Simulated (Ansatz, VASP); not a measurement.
Si: VASP beside Ansatz

```xyz
4
Lattice="4.0953 0.0000 0.0000 -2.0476 3.5466 0.0000 0.0000 0.0000 5.4193" Properties=species:S:1:pos:R:3 pbc="T T T"
Si    0.0000    2.3644    0.3158
Si    2.0476    1.1822    3.0254
Si    0.0000    2.3644    2.3939
Si    2.0476    1.1822    5.1035
```

Alike in both runs: task single point; functional LDA; k mesh 12 × 12 × 6; occupations gaussian, width 0.03 eV; no spin polarisation.

|  | VASP | Ansatz |
| --- | --- | --- |
| version | VASP 6.6.1 | Ansatz 0.2.0 |
| potentials or method | VASP PAW LDA potentials, release 64 (Si), cutoff 520 eV | scalar-relativistic, plane waves, PAW |
| valence electrons in the cell | 16 | 16 |

|  | VASP | Ansatz | Ansatz less VASP |
| --- | --- | --- | --- |
| gap on the k mesh at the Fermi level (eV) | none | none | - |
| pressure (GPa) | 5.9 | 5.9 | -0.03 |
| traceless stress, the component that is largest in VASP (GPa) | 37.66 | 37.61 | -0.050 |
| rms of the force components (eV/Å) | 1.925 | 1.926 | +0.0013 |

Ansatz warns that its potentials were made for another functional, while VASP's fit it. LDA's correlation is that of Perdew and Zunger in VASP and of Perdew and Wang (1992) in Ansatz. Atom by atom the forces differ by 0.001 eV/Å (rms over components). A gap of «none» marks a metal or a gap that the smearing closes.
